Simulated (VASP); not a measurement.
Runs of VASP 6.6.1 on Mg3ZrN2. The structure is that of space group I4/mmm (No. 139), or close to it. The cells are those of the table. 

```tsv
task	spin	cell	k mesh	cutoff (eV)	gap on the mesh (eV)	pressure (GPa)	relaxed volume (Å³/atom)
single point	collinear, ferromagnetic start	a = 5.492 Å, angles 132.3, 132.3, 69.7°, 6 atoms	6 × 6 × 6	520	none	-0.1	-
single point	off	a = 5.506 Å, angles 132.5, 132.5, 69.4°, 6 atoms	12 × 12 × 12	520	none	-0.2	-
single point	off	a = 5.249 Å, angles 119.3, 119.3, 91.1°, 6 atoms	4 × 4 × 4	520	none	(a)	-
relaxation of cell and atoms	off	relaxed from a = 5.488 Å, angles 132.2, 132.2, 69.8°, 6 atoms	6 × 6 × 6	600	none	0.3	14.75
single point	off	a = 5.492 Å, angles 132.3, 132.3, 69.7°, 6 atoms	6 × 6 × 6	520	none	-0.1	-
single point	off	a = 5.488 Å, angles 132.2, 132.2, 69.8°, 6 atoms	4 × 4 × 4	520	none	-0.2	-
relaxation of cell and atoms	off	relaxed from a = 5.249 Å, angles 119.3, 119.3, 91.1°, 6 atoms	4 × 4 × 4	600	none	0.2	14.73
```

Alike in all rows: level PBE; potentials or basis VASP PAW PBE potentials, release 64 (Mg, Zr_sv, N); smearing gaussian 0.1 eV.

**Question.** Estimate the missing entries.

**Answer.** (a) -1.2.

Caveats: some runs use coarse meshes.

A k mesh can miss the band edges, and the runs leave out spin-orbit coupling on Zr.

A gap of «none» marks levels without a gap at the run's occupations.
